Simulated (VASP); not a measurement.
SnO, 2 atoms in the cell. The structure is tetragonal, space group I-4m2 (No. 119). The conventional cell has a = 4.021 Å, b = 4.021 Å, c = 4.811 Å, α = 90.00°, β = 90.00°, γ = 90.00°. Sn (site symmetry -4m2) has 4 O at 2.34 Å within 3.1 Å. O (site symmetry -4m2) has 4 Sn at 2.34 Å within 3.1 Å.  This cell differs from its parent crystal: epitaxial xy strain +5.0%.

```yaml
Program: VASP 6.6.1
Task: single point
Functional: PBE
Potentials_or_basis: VASP PAW PBE potentials, release 64 (Sn_d, O)
Cutoff: 520 eV
k_mesh: 8 × 8 × 8
Occupations: fermi-dirac, width 0.02 eV
Spin: no spin polarisation
Dipole_correction: no
Further_INCAR_settings: ALGO = Normal; EDIFF = 1e-06; NBANDS = 17
```

Potentials or basis: VASP PAW PBE potentials, release 64 (Sn_d, O).

Launch:

```bash
$ cat potpaw_PBE.64/Sn_d/POTCAR potpaw_PBE.64/O/POTCAR > POTCAR
$ mpirun -np 1 vasp_std > vasp.out
```

Hardware: 1 thread of AMD EPYC 7R13 Processor (Zen 3), on a shared host.

Task: How long does it take, and how much memory?

Result: Run time: 30 s on 1 thread of AMD EPYC 7R13 Processor (Zen 3) (shared host), peak memory 0.15 GiB. Counts: scf iterations 13, k points 59.
